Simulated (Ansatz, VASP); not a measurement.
**Cu3N: VASP beside Ansatz**

```
Cu N
1.0
     3.79938    0.00000    0.00000
     0.00000    3.79938    0.00000
     0.00000    0.00000    3.79938
Cu N
3 1
Direct
  0.50000 0.00000 0.00000
  0.00000 0.50000 0.00000
  0.00000 0.00000 0.50000
  0.00000 0.00000 0.00000
```

Alike in both runs: task single point; functional r2SCAN; dispersion D4; k mesh 8 × 8 × 8; occupations gaussian, width 0.05 eV; no spin polarisation.

|  | VASP | Ansatz |
| --- | --- | --- |
| version | VASP 6.6.1 | Ansatz 0.2.0 |
| potentials or method | VASP PAW PBE potentials, release 64 (Cu, N), cutoff 660 eV | scalar-relativistic, plane waves, PAW |
| valence electrons in the cell | 38 | 62 |

```csv
,VASP,Ansatz,Ansatz less VASP
gap on the k mesh at the Fermi level (eV),0.28,0.26,-0.019
least direct gap on the mesh (eV),0.86,0.84,-0.022
pressure (GPa),-1.9,-2.5,-0.60
```

VASP's potentials were made for PBE, not for r2SCAN. VASP's potentials hold 38 valence electrons a cell and Ansatz's 62, so a difference there can come from the potentials and not from the codes.
